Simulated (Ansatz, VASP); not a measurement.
# One calculation of Pt, two programs

The input INCAR:

```
  ALGO = Fast
  EDIFF = 1E-6
  ENCUT = 520
  GGA = PS
  ISIF = 2
  ISMEAR = -1
  LASPH = True
  LCHARG = False
  LREAL = False
  LWAVE = False
  NBANDS = 17
  NELM = 60
  PREC = Accurate
  SIGMA = 0.05
```

The input KPOINTS:

```
k-points
0
Gamma
  9 9 5
```

File POSCAR:

```
Pt
1.0
    2.7606656158      0.0000000000      0.0000000000
   -1.3803328079      2.3908065546      0.0000000000
    0.0000000000      0.0000000000      4.6004486400
Pt
2
Direct
    0.3333333333      0.6666666667      0.2500000000
    0.6666666667      0.3333333333      0.7500000000
```

Contents of input.yaml:

```yaml
crystal:
  lattice:
    - [2.7606656158, 0.0, 0.0]
    - [-1.3803328079, 2.3908065546, 0.0]
    - [0.0, 0.0, 4.60044864]
  atoms:
    - { symbol: Pt, position: [0.3333333333, 0.6666666667, 0.25] }
    - { symbol: Pt, position: [0.6666666667, 0.3333333333, 0.75] }
hamiltonian:
  xc: pbesol
  pseudopotentials: { kind: paw }
kpoints:
  mp_grid: { grid: [9, 9, 5] }
scf:
  occupations: { method: fermi_dirac, width: 0.05 }
output:
  forces: true
  stress: true
  eigenvalues: true
```

Alike in both runs: task single point; functional PBEsol; k mesh 9 × 9 × 5; occupations fermi-dirac, width 0.05 eV; no spin polarisation.

|  | VASP | Ansatz |
| --- | --- | --- |
| version | VASP 6.6.1 | Ansatz 0.2.0 |
| potentials or method | VASP PAW PBE potentials, release 64 (Pt) | Ansatz PAW |
| plane-wave cutoff (eV) | 520 | 420 |
| valence electrons in the cell | 20 | 36 |

```csv
,VASP,Ansatz,Ansatz less VASP
gap on the k mesh at the Fermi level (eV),none,none,-
pressure (GPa),-2.0,-1.6,+0.39
"traceless stress, the component that is largest in VASP (GPa)",4.95,5.06,+0.108
```

VASP's potentials were made for PBE, not for PBEsol. A gap of «none» marks a metal or a gap that the smearing closes. VASP's potentials hold 20 valence electrons a cell and Ansatz's 36, so a difference there can come from the potentials and not from the codes.

Neither program's run includes spin-orbit coupling.
